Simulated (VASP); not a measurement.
B, 3 atoms in the cell. Symmetry: Immm, No. 71, orthorhombic system. The conventional cell has a = 2.991 Å, b = 3.489 Å, c = 5.191 Å, α = 90.00°, β = 90.00°, γ = 90.00°. B (site symmetry mmm) has 4 B at 1.50 to 1.74 Å within 2.0 Å. B (site symmetry mmm) has 6 B at 1.74 to 2.30 Å within 2.3 Å. Within 2.0 Å of B (site symmetry mmm) lie 2 B at 1.50 Å. The cell was generated, and may not be a known phase.

```yaml
Program: VASP 6.6.1
Task: relaxation of cell and atoms
Functional: PBE
Potentials_or_basis: VASP PAW PBE potentials, release 64 (B_h)
Cutoff: 1230 eV
k_mesh: 8 × 8 × 8
Occupations: gaussian, width 0.1 eV
Spin: no spin polarisation
Dipole_correction: no
Further_INCAR_settings: ALGO = Normal; EDIFF = 1e-07; IBRION = 2; EDIFFG = -0.04; NSW = 90; ISIF = 3
```

Potentials or basis: VASP PAW PBE potentials, release 64 (B_h).

Launch:

```bash
$ cat potpaw_PBE.64/B_h/POTCAR > POTCAR
$ mpirun -np 1 vasp_std > vasp.out
```

Hardware: 1 thread of Intel(R) Xeon(R) 6975P-C (Granite Rapids) (shared host).

**Question.** How long does it take, and how much memory?

**Answer.** Wall time 7.7 min on 1 thread of Intel(R) Xeon(R) 6975P-C (Granite Rapids) (shared host), peak memory 0.26 GiB. Counts: scf iterations 165, k points 95, ion steps 20.
